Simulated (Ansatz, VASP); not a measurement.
**Two plane-wave programs on BiH3Pb**

```xyz
5
Lattice="3.8782 0.0000 0.0000 -1.9391 3.3586 0.0000 0.0000 0.0000 6.9325" Properties=species:S:1:pos:R:3 pbc="T T T"
Bi    0.0000    0.0000    4.7935
H     0.9695    1.6793    3.9389
H     1.9391    0.0000    3.9389
H    -0.9695    1.6793    3.9389
Pb    0.0000    0.0000    1.2386
```

Alike in both runs: functional PBE; k mesh 12 × 12 × 6; occupations gaussian, width 0.1 eV; no spin polarisation.

Ansatz relaxed the structure, and its values are those at the end. VASP's run is a single point on that final structure, the one shown.

|  | VASP | Ansatz |
| --- | --- | --- |
| version | VASP 6.6.1 | Ansatz 0.2.0 |
| potentials or method | VASP PAW PBE potentials, release 64 (Bi_d, H, Pb_d), cutoff 520 eV | scalar-relativistic, plane waves, PAW |
| valence electrons in the cell | 32 | 32 |

VASP gave:

| Property | Result |
| --- | --- |
| gap on the k mesh at the Fermi level (eV) | none |
| pressure (GPa) | -0.1 |

What did Ansatz give for the same quantities?

gap on the k mesh at the Fermi level (eV): none; pressure (GPa): 0.0.

A gap of «none» marks a metal or a gap that the smearing closes. With one functional, cell and mesh, what is left measures potentials, basis and numerics.

Spin-orbit coupling is off throughout.
